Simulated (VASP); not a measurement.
Set up this calculation in VASP 6.6.1, as the native input.

```yaml
Task: single point
Functional: PBE
Potentials_or_basis: VASP PAW PBE potentials, release 64 (Tc_pv)
Cutoff: 520 eV
k_mesh: 8 × 8 × 8
Occupations: gaussian, width 0.05 eV
Spin: no spin polarisation
Dipole_correction: no
Further_INCAR_settings: ALGO = Normal; EDIFF = 1e-07; NBANDS = 12
```

The structure of Tc lies in POSCAR:

```
Tc
1.0
    0.0000000000      1.9470836180      1.9470836180
    1.9470836180      0.0000000000      1.9470836180
    1.9470836180      1.9470836180      0.0000000000
Tc
1
Direct
    0.0000000000      0.0000000000      0.0000000000
```

One way to write it, as run:

INCAR

```
  PREC = Accurate
  ENCUT = 520
  EDIFF = 1E-7
  ISMEAR = 0
  SIGMA = 0.05
  LREAL = False
  LASPH = True
  NELM = 80
  ALGO = Normal
  ISIF = 2
  LWAVE = False
  LCHARG = False
  GGA = PE
  NBANDS = 12
```

KPOINTS

```
regular mesh
0
Gamma
  8 8 8
```

Potentials or basis: VASP PAW PBE potentials, release 64 (Tc_pv).

Launch:

```console
$ cat potpaw_PBE.64/Tc_pv/POTCAR > POTCAR
$ mpirun -np 1 vasp_std > vasp.out
```

Results of the run:

| Property | Result |
| --- | --- |
| Pressure | -5.4 GPa |

Wall time 3.2 s on 1 thread of AMD EPYC 9R45 96-Core Processor (Zen 5) (shared host), peak memory 0.09 GiB.
